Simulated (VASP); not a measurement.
Input of a VASP 6.6.1 run:

The input INCAR:

```
ALGO = Fast
EDIFF = 1E-6
ENCUT = 520
GGA = PE
ISIF = 2
ISMEAR = 0
LASPH = T
LCHARG = F
LREAL = F
LWAVE = F
NBANDS = 42
NELM = 60
PREC = Accurate
SIGMA = 0.15
```

File KPOINTS:

```
k-points
0
Gamma
  14 14 14
```

The input POSCAR:

```
TaN
1.0
    4.4172695572      0.0000000000      0.0000000000
    0.0000000000     -4.4172695572      0.0000000000
    0.0000000000      0.0000000000     -4.4172695572
Ta N
4 4
Direct
    0.5720350088     -0.0720350088      0.0000000000
    0.0000000000      0.5000000000      0.0000000000
    0.0000000000      0.0000000000      0.5000000000
    0.5000000000      0.5000000000      0.5000000000
    0.0000000000      0.0000000000      0.0000000000
    0.5000000000      0.5000000000      0.0000000000
    0.5000000000      0.0000000000      0.5000000000
    0.0000000000      0.5000000000      0.5000000000
```

Potentials or basis: VASP PAW PBE potentials, release 64 (Ta_pv, N).

Run with:

```sh
$ cat potpaw_PBE.64/Ta_pv/POTCAR potpaw_PBE.64/N/POTCAR > POTCAR
$ mpirun -np 1 vasp_std > vasp.out
```

What does it give for the band gap on the k mesh?

Zero (bands 32 and 33 overlap by 3.23 eV).

Predict the largest force.

6.455 eV/Å.

Stress tensor (GPa, compression positive):
```
18.68 -3.37  0.00
-3.37 18.68  0.00
 0.00  0.00 -0.58
```

Caveat: the cell differs from its parent crystal (atom 1 (Ta) moved +0.450 Å along Cartesian [1 1 0]); the cell stands under pressure; spin-orbit coupling is left out, which moves the levels of the heavy elements; forces of over 1 eV/Å act on the atoms, so gaps and moduli don't describe the material at rest.
